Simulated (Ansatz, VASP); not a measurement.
## PbSe in VASP and in Ansatz

```
CELL_PARAMETERS angstrom
0.00000 3.00524 3.00524
3.00524 0.00000 3.00524
3.00524 3.00524 0.00000
ATOMIC_POSITIONS crystal
Pb 0.00000 0.00000 0.00000
Se 0.50000 0.50000 0.50000
```

Alike in both runs: task single point; functional r2SCAN; k mesh 6 × 6 × 6; no spin polarisation.

|  | VASP | Ansatz |
| --- | --- | --- |
| version | VASP 6.6.1 | Ansatz 0.2.0 |
| potentials or method | VASP PAW PBE potentials, release 64 (Pb_d, Se), cutoff 520 eV | plane waves, PAW |
| occupations | gaussian, width 0.01 eV | fixed |
| valence electrons in the cell | 20 | 30 |

|  | VASP | Ansatz | Ansatz less VASP |
| --- | --- | --- | --- |
| pressure (GPa) | 5.1 | 5.0 | -0.03 |

VASP's potentials were made for PBE, not for r2SCAN. VASP's potentials hold 20 valence electrons a cell and Ansatz's 30, so a difference there can come from the potentials and not from the codes. Ansatz's warnings: stress scf threshold loose.

Neither program's run includes spin-orbit coupling.
